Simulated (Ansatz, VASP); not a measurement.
## Ge: VASP beside Ansatz

```xyz
2
Lattice="0.0000 2.6628 2.6628 2.6628 0.0000 2.6628 2.6628 2.6628 0.0000" Properties=species:S:1:pos:R:3 pbc="T T T"
Ge   -0.6657   -0.6657   -0.6657
Ge    0.6657    0.6657    0.6657
```

Change from the starting cell: volume scaled by 0.85, LAPW.

Alike in both runs: task single point; functional LDA; k mesh 13 × 13 × 13; occupations fermi-dirac, width 0.05 eV; no spin polarisation.

|  | VASP | Ansatz |
| --- | --- | --- |
| version | VASP 6.6.1 | Ansatz 0.2.0 |
| potentials or method | VASP PAW LDA potentials, release 64 (Ge_d), cutoff 520 eV | all-electron LAPW, scalar-relativistic |

|  | VASP | Ansatz | Ansatz less VASP |
| --- | --- | --- | --- |
| pressure (GPa) | 17.5 | 17.2 | -0.29 |

LDA's correlation is that of Perdew and Zunger in VASP and of Perdew and Wang (1992) in Ansatz. Ansatz ran all-electron here, and VASP with PAW potentials.
